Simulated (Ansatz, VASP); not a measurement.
# K3LuN2 in VASP and in Ansatz

```
K Lu N
1.0
     4.53213    0.00000    0.00000
    -2.26607    3.92494    0.00000
     0.00000    0.00000    9.00378
K Lu N
3 1 2
Direct
  0.33333 0.66667 0.50000
  0.66667 0.33333 0.00000
  0.66667 0.33333 0.50000
  0.33333 0.66667 0.00000
  0.00000 0.00000 0.24507
  0.00000 0.00000 0.75493
```

Change from the starting cell: species swapped into the Eu2Ge3Au type (P-6m2, No. 187).

Alike in both runs: task relaxation of cell and atoms; functional PBE; k mesh 6 × 6 × 2; occupations gaussian, width 0.1 eV; no spin polarisation.

|  | VASP | Ansatz |
| --- | --- | --- |
| version | VASP 6.6.1 | Ansatz 0.2.0 |
| potentials or method | VASP PAW PBE potentials, release 64 (K_sv, Lu, N), cutoff 600 eV | scalar-relativistic, plane waves, PAW |
| valence electrons in the cell | 62 | 62 |

Ansatz gave:

| Quantity | Value |
| --- | --- |
| gap on the k mesh at the Fermi level, each at its own relaxed structure (eV) | 0.10 |
| relaxed volume (Å³/atom) | 19.34 |
| relaxed cell length with the largest relative difference (Å) | 4.438 |

Problem. What did VASP give for the same quantities?

Solution. gap on the k mesh at the Fermi level, each at its own relaxed structure (eV): 0.06; relaxed volume (Å³/atom): 19.53; relaxed cell length with the largest relative difference (Å): 4.457.

Spin-orbit coupling is off throughout. Noted on VASP's run: the volume moved by over 15 % at a fixed basis, so the end points are rough.
